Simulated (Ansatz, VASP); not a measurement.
**B3Ir: VASP beside Ansatz**

INCAR

```
SYSTEM = B3Ir
PREC     = Accurate       ! precision mode
ENCUT    = 520            ! plane-wave cutoff, eV
EDIFF    = 1E-6           ! SCF threshold, eV
ISMEAR   = 0              ! smearing method
SIGMA    = 0.1            ! smearing width, eV
LREAL    = .False.        ! projectors in reciprocal space
LASPH    = .True.         ! aspherical terms in the spheres
NELM     = 150            ! most SCF steps
ALGO     = Normal         ! electronic algorithm
ISIF     = 2              ! what is computed and relaxed
LWAVE    = .False.        ! write WAVECAR
LCHARG   = .False.        ! write CHGCAR
ISPIN    = 2              ! spin polarisation
MAGMOM   = 0 0 0 1        ! initial moments
LORBIT   = 11             ! projections on sites
LMAXMIX  = 4              ! l up to which the mixer works
GGA      = PE             ! functional
NBANDS   = 21             ! bands
```

Contents of KPOINTS:

```
regular mesh
0
Gamma
  6 6 6
  0 0 0
```

File POSCAR:

```
B3Ir
1.0
    3.2393063874      0.0000000000      0.0000000000
    0.0000000000      3.2393063874      0.0000000000
    0.0000000000      0.0000000000      3.2393063874
B Ir
3 1
Direct
    0.0000000000      0.5000000000      0.5000000000
    0.5000000000      0.0000000000      0.5000000000
    0.5000000000      0.5000000000      0.0000000000
    0.0000000000      0.0000000000      0.0000000000
```

Input for Ansatz:

```yaml
crystal:
  lattice:
    - [3.2393063874, 0.0, 0.0]
    - [0.0, 3.2393063874, 0.0]
    - [0.0, 0.0, 3.2393063874]
  atoms:
    - { symbol: B, position: [0.0, 0.5, 0.5] }
    - { symbol: B, position: [0.5, 0.0, 0.5] }
    - { symbol: B, position: [0.5, 0.5, 0.0] }
    - { symbol: Ir, position: [0.0, 0.0, 0.0], spin: 1.0 }
basis:
  ecutwfc: 420
kpoints:
  mp_grid: { grid: [6, 6, 6] }
hamiltonian:
  xc: pbe
scf:
  occupations: { method: gaussian, width: 0.1 }
  lower_state_search: "off"
output:
  forces: true
  stress: true
  eigenvalues: true
  populations: true
magnetization:
  spin_polarized: true
```

Change from the starting cell: species swapped into the Cu3Pd type (P4/mmm, No. 123).

Alike in both runs: task single point; functional PBE; k mesh 6 × 6 × 6; occupations gaussian, width 0.1 eV; collinear spin.

|  | VASP | Ansatz |
| --- | --- | --- |
| version | VASP 6.6.1 | Ansatz 0.2.0 |
| potentials or method | VASP PAW PBE potentials, release 64 (B, Ir), cutoff 520 eV | scalar-relativistic, plane waves, PAW |
| valence electrons in the cell | 18 | 26 |

Ansatz gave:

```
gap on the k mesh at the Fermi level (eV) : none
pressure (GPa)                            : 0.0
net moment per atom (μB)                  : 0.00
```

Q: Estimate VASP's values.

A: gap on the k mesh at the Fermi level (eV): none; pressure (GPa): 0.8; net moment per atom (μB): 0.00.

A gap of «none» marks a metal or a gap that the smearing closes. VASP's potentials hold 18 valence electrons a cell and Ansatz's 26, so a difference there can come from the potentials and not from the codes. Ansatz's warnings: seeded moment not kept.

Spin-orbit coupling is off throughout.
